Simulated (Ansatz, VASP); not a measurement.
SrO: VASP beside Ansatz

```xyz
2
Lattice="0.0000 2.5799 2.5799 2.5799 0.0000 2.5799 2.5799 2.5799 0.0000" Properties=species:S:1:pos:R:3 pbc="T T T"
Sr    2.5799    2.5799    2.5799
O     0.0000    0.0000    0.0000
```

Alike in both runs: task single point; functional PBEsol; k mesh 6 × 6 × 6; no spin polarisation.

```csv
,VASP,Ansatz
version,VASP 6.6.1,Ansatz 0.2.0
potentials or method,"VASP PAW PBE potentials, release 64 (Sr_sv, O)",plane waves
plane-wave cutoff (eV),520,420
occupations,"gaussian, width 0.01 eV",fixed
valence electrons in the cell,16,16
```

```tsv
	VASP	Ansatz	Ansatz less VASP
gap on the k mesh at the Fermi level (eV)	3.16	3.21	+0.046
pressure (GPa)	-1.4	-1.9	-0.57
```

VASP's potentials were made for PBE, not for PBEsol.
